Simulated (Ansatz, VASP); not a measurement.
Two plane-wave programs on SiO2

Contents of INCAR:

```
PREC = Accurate
ENCUT = 600
EDIFF = 1E-6
ISMEAR = 0
SIGMA = 0.01
LREAL = False
LASPH = True
NELM = 120
ALGO = Normal
ISIF = 2
LWAVE = False
LCHARG = False
NBANDS = 34
GGA_COMPAT = False
```

The input KPOINTS:

```
Automatic mesh
0
Gamma
  6 6 4
```

Contents of POSCAR:

```
SiO2
1.0
    5.0605220000      0.0000000000      0.0000000000
   -2.5302610000      4.3825406084      0.0000000000
    0.0000000000      0.0000000000      5.5413530000
Si O
3 6
Direct
    0.0000000000      0.5000000000      0.3333333333
    0.5000000000      0.0000000000      0.0000000000
    0.5000000000      0.5000000000      0.6666666667
    0.5827890000      0.7913945000      0.8333333333
    0.2086055000      0.4172110000      0.5000000000
    0.2086055000      0.7913945000      0.1666666667
    0.4172110000      0.2086055000      0.8333333333
    0.7913945000      0.2086055000      0.1666666667
    0.7913945000      0.5827890000      0.5000000000
```

Input for Ansatz:

```yaml
crystal:
  lattice:
    a: 5.060522
    b: 5.060522
    c: 5.541353
    alpha: 90.0
    beta: 90.0
    gamma: 120.0
  space_group: 181
  atoms:
    - { symbol: Si, position: [0.0, 0.5, 0.3333333333333333] }
    - { symbol: O, position: [0.582789, 0.791395, 0.8333333333333334] }
kpoints:
  mp_grid:
    grid: [6, 6, 4]
hamiltonian:
  xc: lda
scf:
  n_extra_bands: 24
  convergence:
    dr2_threshold: 1.0e-09
  occupations:
    method: fixed
output:
  dos:
    de: 0.05
    projected: true
```

Alike in both runs: task single point; functional LDA; k mesh 6 × 6 × 4; no spin polarisation.

|  | VASP | Ansatz |
| --- | --- | --- |
| version | VASP 6.6.1 | Ansatz 0.2.0 |
| potentials or method | VASP PAW LDA potentials, release 64 (Si, O) | plane waves, PAW |
| plane-wave cutoff (eV) | 600 | 420 |
| occupations | gaussian, width 0.01 eV | fixed |
| valence electrons in the cell | 48 | 48 |

|  | VASP | Ansatz | Ansatz less VASP |
| --- | --- | --- | --- |
| gap on the k mesh at the Fermi level (eV) | 5.45 | 5.45 | +0.001 |

LDA's correlation is that of Perdew and Zunger in VASP and of Perdew and Wang (1992) in Ansatz. Ansatz's warnings: atoms snapped to wyckoff.
